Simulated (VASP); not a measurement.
# MnSi in VASP: notebook

Runs on MnSi. Level: PBE. Tasks: single point.

Program: VASP 6.6.1. These are calculated values, not measurements. Logs are shortened: lines on timing, memory, paths and dates and some standing lists are left out, and cuts for length are marked.

**1. The cell of the first run**

The typed cell holds 2 atoms: a = 3.419 Å, b = 3.419 Å, c = 3.419 Å, α = 120.00°, β = 120.00°, γ = 90.01°.

The cell was built from a structure type or drawn by symmetry, and may not be a known phase.

**2. Single point, PBE, collinear spin, ferromagnetic start**

The input, INCAR:

```
ALGO     = Normal         # electronic algorithm
EDIFF    = 1E-6           # SCF threshold, eV
ENCUT    = 520            # plane-wave cutoff, eV
GGA      = PE             # functional
ISIF     = 2              # what is computed and relaxed
ISMEAR   = 0              # smearing method
ISPIN    = 2              # spin polarisation
LASPH    = T              # aspherical terms in the spheres
LCHARG   = F              # write CHGCAR
LMAXMIX  = 4              # l up to which the mixer works
LORBIT   = 11             # projections on sites
LREAL    = F              # projectors in reciprocal space
LWAVE    = F              # write WAVECAR
MAGMOM   = 4 0            # initial moments
NBANDS   = 20             # bands
NELM     = 150            # most SCF steps
PREC     = Accurate       # precision mode
SIGMA    = 0.1            # smearing width, eV
```

The input, KPOINTS:

```
k-points
0
Gamma
  6 6 6
```

The input, POSCAR:

```
MnSi
1.0
   -1.7097346772      1.7097346772      2.4176742618
    1.7097346772     -1.7097346772      2.4176742618
    1.7097346772      1.7097346772     -2.4176742618
Mn Si
1 1
Direct
    0.5000000000      0.5000000000      0.0000000000
    0.0000000000      0.0000000000      0.0000000000
```

Potentials or basis: VASP PAW PBE potentials, release 64 (Mn_pv, Si).

Started as:

```console
cat potpaw_PBE.64/Mn_pv/POTCAR potpaw_PBE.64/Si/POTCAR > POTCAR
mpirun -np 1 vasp_std > vasp.out
```

OUTCAR:

```text
EDIFF = 1E-6
   ENCUT = 520
   GGA = PE
   ISIF = 2
   ISMEAR = 0
   ISPIN = 2
   LASPH = T
   LORBIT = 11
   LREAL = F
   NELM = 150
   PREC = Accurate

 ion  position               nearest neighbor table
   1  0.500  0.500  0.000-   2 2.42   2 2.42   2 2.42   2 2.42   2 2.42   2 2.42
   2  0.000  0.000  0.000-   1 2.42   1 2.42   1 2.42   1 2.42   1 2.42   1 2.42

  LATTYP: Found a body centered tetragonal cell.
 ALAT       =     3.4194693544
 C/A-ratio  =     1.4140640031

  Lattice vectors:

 A1 = (  -1.7097346772,   1.7097346772,   2.4176742618)
 A2 = (   1.7097346772,  -1.7097346772,   2.4176742618)
 A3 = (   1.7097346772,   1.7097346772,  -2.4176742618)

Analysis of symmetry for initial positions (statically):
=====================================================================
 Subroutine PRICEL returns:
 Original cell was already a primitive cell.

 Routine SETGRP: Setting up the symmetry group for a
 body centered tetragonal supercell.

 Subroutine GETGRP returns: Found 16 space group operations
 (whereof 16 operations were pure point group operations)
 out of a pool of 16 trial point group operations.

The static configuration has the point symmetry D_4h.

Analysis of symmetry for dynamics (positions and initial velocities):
=====================================================================
 Subroutine PRICEL returns:
 Original cell was already a primitive cell.

 Routine SETGRP: Setting up the symmetry group for a
 body centered tetragonal supercell.

 Subroutine GETGRP returns: Found 16 space group operations
 (whereof 16 operations were pure point group operations)
 out of a pool of 16 trial point group operations.

The dynamic configuration has the point symmetry D_4h.

Analysis of structural, dynamic, and magnetic symmetry:
=====================================================================
 Subroutine PRICEL returns:
 Original cell was already a primitive cell.

 Routine SETGRP: Setting up the symmetry group for a
 body centered tetragonal supercell.

 Subroutine GETGRP returns: Found 16 space group operations
 (whereof 16 operations were pure point group operations)
 out of a pool of 16 trial point group operations.

The overall configuration has the point symmetry D_4h.

[... 114 lines left out ...]
   EFERMI_NEDOS =   21; number of points for ismear=-14 and -15
   IALGO  =     38    algorithm
   IMIX   =      4    mixing-type and parameters
     AMIX     =   0.40;   BMIX     =  1.00
     AMIX_MAG =   1.60;   BMIX_MAG =  1.00
  volume/ion in A,a.u.               =      14.13        95.39
  Fermi-wavevector in a.u.,A,eV,Ry     =   1.381824  2.611269 25.979475  1.909438
  Thomas-Fermi vector in A             =   2.506572
   LORBIT       =     11    0 simple, 1 ext, 2 COOP (PROOUT), +10 PAW based schemes
   GGA     = PE    functional components
   LHFCALC =     F    Hartree Fock is set to
   AEXX    =    0.0000 exact exchange contribution
   IVDW    =     0    specifies the selected vdW correction
   LEPSILON=     F    determine dielectric tensor
   LRPA    =     F    only Hartree local field effects (RPA)
 spin polarized calculation
 Gauss-broadening in eV      SIGMA  =   0.10
  energy-cutoff  :      520.00
  volume of cell :       28.27
 maximum number of plane-waves:       778
 NGX is ok and might be reduce to    28
   NGX = 13   NGY = 13   NGZ = 13

 number of electron      17.0000012 magnetization       2.3879083

 Free energy of the ion-electron system (eV)
  ---------------------------------------------------
  ext. energy  EPLUGINS =         0.00000000
  ---------------------------------------------------
  free energy    TOTEN  =       -14.16488023 eV

  energy without entropy =      -14.15592448  energy(sigma->0) =      -14.16040236

 E-fermi :   8.8063     XC(G=0): -11.7183

 val. band max:        8.7953608083   @ k =   0.5000   0.5000   0.5000
 cond. band min:       8.8116829051   @ k =  -0.3333   0.5000   0.3333
 fundamental gap:      0.0163220968
 Fermi energy:         8.8062937190

 spin component 1

 k-point     1 :       0.0000    0.0000    0.0000
  band No.  band energies     occupation
      1     -40.4189      1.00000
      2     -40.4189      1.00000
      3     -40.4188      1.00000
      4      -2.7588      1.00000
      5       6.1882      1.00000
      6       6.1882      1.00000
[... 541 lines left out ...]
     19      25.9632      0.00000
     20      28.6419      0.00000

 [... further k-points ...]

 spin component 2

 k-point     1 :       0.0000    0.0000    0.0000
  band No.  band energies     occupation
      1     -37.7918      1.00000
      2     -37.7917      1.00000
      3     -37.7917      1.00000
      4      -2.7289      1.00000
      5       8.2289      1.00000
      6       8.2290      1.00000
[... 541 lines left out ...]
     19      26.3516      0.00000
     20      28.8149      0.00000

 [... further k-points ...]

------------------------ aborting loop because EDIFF is reached ----------------------------------------

  FORCE on cell =-STRESS in cart. coord.  units (eV):
  Direction    XX          YY          ZZ          XY          YZ          ZX
  --------------------------------------------------------------------------------------
  -------------------------------------------------------------------------------------
  Total       -0.0097209     -0.0097209     -0.0067330      0.0000000     -0.0000000      0.0000000
  in kB       -0.5509368     -0.5509368     -0.3815988      0.0000000     -0.0000000      0.0000000
  external PRESSURE =      -0.4944908 kB  Pullay stress =       0.0000000 kB

 VOLUME and BASIS-vectors are now :
 -----------------------------------------------------------------------------
  energy-cutoff  :      520.00
  volume of cell :       28.27
      direct lattice vectors                 reciprocal lattice vectors
    -1.709734677  1.709734677  2.417674262     0.000000000  0.292443036  0.206810325
     1.709734677 -1.709734677  2.417674262     0.292443036  0.000000000  0.206810325
     1.709734677  1.709734677 -2.417674262     0.292443036  0.292443036  0.000000000

 POSITION                                       TOTAL-FORCE (eV/Angst)
 -----------------------------------------------------------------------------------
      0.00000      0.00000      2.41767        -0.000000      0.000000      0.000000
      0.00000      0.00000      0.00000         0.000000     -0.000000     -0.000000
 -----------------------------------------------------------------------------------
    total drift:                                0.000000     -0.000000      0.000000

  FREE ENERGIE OF THE ION-ELECTRON SYSTEM (eV)
  ---------------------------------------------------
  free  energy   TOTEN  =       -14.1648802320 eV

  energy  without entropy=      -14.1559244828  energy(sigma->0) =      -14.16040236

 total charge

# of ion       s       p       d       tot
------------------------------------------
    1        0.319   6.258   5.218  11.794
    2        0.785   0.903   0.000   1.688
--------------------------------------------------
tot          1.104   7.161   5.218  13.482

 magnetization (x)

# of ion       s       p       d       tot
------------------------------------------
    1        0.052   0.006   2.447   2.505
    2       -0.024  -0.091   0.000  -0.115
--------------------------------------------------
tot          0.028  -0.086   2.447   2.389
```

OSZICAR:

```text
N       E                     dE             d eps       ncg     rms          rms(c)
DAV:   1     0.127378573995E+03    0.12738E+03   -0.90831E+03  2416   0.906E+02
DAV:   2    -0.108093573426E+02   -0.13819E+03   -0.13005E+03  2464   0.265E+02
DAV:   3    -0.156324506116E+02   -0.48231E+01   -0.47701E+01  2816   0.536E+01
DAV:   4    -0.156782006136E+02   -0.45750E-01   -0.45734E-01  2748   0.516E+00
DAV:   5    -0.156788816681E+02   -0.68105E-03   -0.68104E-03  2740   0.614E-01    0.167E+01
DAV:   6    -0.170028664033E+02   -0.13240E+01   -0.99997E+00  2588   0.467E+01    0.181E+01
DAV:   7    -0.141527741597E+02    0.28501E+01   -0.53498E+00  2596   0.309E+01    0.399E+00
DAV:   8    -0.141623119022E+02   -0.95377E-02   -0.11858E-01  2612   0.293E+00    0.152E+00
DAV:   9    -0.141634014222E+02   -0.10895E-02   -0.12233E-02  2620   0.102E+00    0.772E-01
DAV:  10    -0.141646137879E+02   -0.12124E-02   -0.20070E-03  2756   0.334E-01    0.272E-01
DAV:  11    -0.141648418089E+02   -0.22802E-03   -0.31805E-04  2580   0.172E-01    0.103E-01
DAV:  12    -0.141648794192E+02   -0.37610E-04   -0.75322E-05  2708   0.894E-02    0.506E-02
DAV:  13    -0.141648775188E+02    0.19005E-05   -0.95111E-06  2640   0.228E-02    0.241E-02
DAV:  14    -0.141648795874E+02   -0.20686E-05   -0.27141E-06  2236   0.166E-02    0.775E-03
DAV:  15    -0.141648802320E+02   -0.64462E-06   -0.61519E-07  1400   0.780E-03
   1 F= -.14164880E+02 E0= -.14160402E+02  d E =-.895575E-02  mag=     2.3879
```

Wall time 19 s (1 thread of Intel Xeon 6975P-C (Granite Rapids), shared host); peak memory 0.18 GiB.

What came out:

| Quantity | Value |
| --- | --- |
| Free energy | -14.1649 eV |
| Pressure | 0.0 GPa |
| Net moment | 2.39 μB per cell |
| Site moments | Mn +2.50; Si -0.12 μB |
| Valence electrons inside the program's atomic spheres | Mn 11.79; Si 1.69 |

Caveat: the k points lie up to 0.38 Å⁻¹ apart.

**3. Single point, PBE, collinear spin, ferromagnetic start**

This run uses another cell than the first one, of 14.23 Å³/atom.

The input, INCAR:

```
ALGO = Normal
EDIFF = 1E-6
ENCUT = 520
GGA = PE
ISIF = 2
ISMEAR = 0
ISPIN = 2
LASPH = T
LCHARG = T
LELF = T
LMAXMIX = 4
LORBIT = 11
LREAL = F
LVHAR = T
LWAVE = F
MAGMOM = 2.66 0
NBANDS = 20
NELM = 150
PREC = Accurate
SIGMA = 0.1
```

The input, KPOINTS:

```
k-points
0
Gamma
  20 20 20
```

The input, POSCAR:

```
MnSi
1.0
    0.0000000000      2.4232474814      2.4232474814
    2.4232474814      0.0000000000      2.4232474814
    2.4232474814      2.4232474814      0.0000000000
Mn Si
1 1
Direct
    0.5000000000      0.5000000000      0.5000000000
    0.0000000000      0.0000000000      0.0000000000
```

Potentials or basis: VASP PAW PBE potentials, release 64 (Mn_pv, Si).

Started as:

```console
cat potpaw_PBE.64/Mn_pv/POTCAR potpaw_PBE.64/Si/POTCAR > POTCAR
mpirun -np 1 vasp_std > vasp.out
```

It took 2.3 min on 1 thread of Intel Xeon 6975P-C (Granite Rapids), shared host; peak memory 0.34 GiB.

Results (log left out):

- Free energy: -14.1537 eV
- Pressure: 0.0 GPa
- Net moment: 2.48 μB per cell
- Site moments: Mn +2.58; Si -0.11 μB
- Valence electrons inside the program's atomic spheres: Mn 11.78; Si 1.69

Levels at points of the mesh, in eV from the Fermi level:
Spin up:
```csv
k point,band 7,band 8,band 9,band 10,band 11,band 12,band 13,band 14
"(0.00, 0.00, 0.00)",-2.68,-2.20,-2.20,3.68,3.68,3.68,10.15,10.15
"(0.50, 0.00, 0.00)",-3.39,-1.66,-1.66,-0.91,5.96,5.96,6.03,6.39
"(0.50, 0.50, 0.00)",-1.75,-1.51,-1.51,-0.15,-0.15,0.08,4.33,6.60
```
Spin down:
```
           k point  band 4  band 5  band 6  band 7  band 8  band 9  band 10  band 11
(0.00, 0.00, 0.00)  -11.54   -0.57   -0.57   -0.36   -0.36   -0.36     3.55     3.55
(0.50, 0.00, 0.00)   -7.92   -6.04   -2.17   -2.17    0.99    0.99     1.65     5.95
(0.50, 0.50, 0.00)   -7.63   -4.65   -1.92   -0.13   -0.13   -0.01     1.38     1.38
```
